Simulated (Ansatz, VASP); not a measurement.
## Ta: VASP beside Ansatz

The input INCAR:

```
  ALGO = Normal
  EDIFF = 1E-6
  ENCUT = 520
  GGA = PE
  ISIF = 2
  ISMEAR = 0
  LASPH = T
  LCHARG = F
  LREAL = F
  LWAVE = F
  NBANDS = 12
  NELM = 100
  PREC = Accurate
  SIGMA = 0.15
```

KPOINTS

```
k-points
0
Gamma
  20 20 20
```

Contents of POSCAR:

```
Ta
1.0
   -1.5220875550      1.5220875550      1.9332034035
    1.5220875550     -1.5220875550      1.9332034035
    1.5220875550      1.5220875550     -1.9332034035
Ta
1
Direct
    0.0000000000      0.0000000000      0.0000000000
```

Input for Ansatz:

```yaml
crystal:
  lattice:
    - [-1.522087555, 1.522087555, 1.9332034035]
    - [1.522087555, -1.522087555, 1.9332034035]
    - [1.522087555, 1.522087555, -1.9332034035]
  atoms:
    - { symbol: Ta, position: [0.0, 0.0, 0.0] }
basis:
  ecutwfc: 420
kpoints:
  mp_grid: { grid: [20, 20, 20] }
hamiltonian:
  xc: pbe
  pseudopotentials: { kind: paw, azcp: { folder: soft_1 } }
scf:
  occupations: { method: gaussian, width: 0.15 }
output:
  forces: true
  stress: true
  eigenvalues: true
```

Alike in both runs: task single point; functional PBE; k mesh 20 × 20 × 20; occupations gaussian, width 0.15 eV; no spin polarisation.

```csv
,VASP,Ansatz
version,VASP 6.6.1,Ansatz 0.2.0
potentials or method,"VASP PAW PBE potentials, release 64 (Ta_pv), cutoff 520 eV","scalar-relativistic, plane waves, PAW"
valence electrons in the cell,11,13
```

Ansatz gave:

```
gap on the k mesh at the Fermi level (eV)                     : none
pressure (GPa)                                                : 8.4
traceless stress, the component that is largest in VASP (GPa) : -10.38
```

Problem. Which values does VASP return?

Solution. gap on the k mesh at the Fermi level (eV): none; pressure (GPa): 8.5; traceless stress, the component that is largest in VASP (GPa): -10.39.

A gap of «none» marks a metal or a gap that the smearing closes. VASP's potentials hold 11 valence electrons a cell and Ansatz's 13, so a difference there can come from the potentials and not from the codes.

Spin-orbit coupling is off throughout.
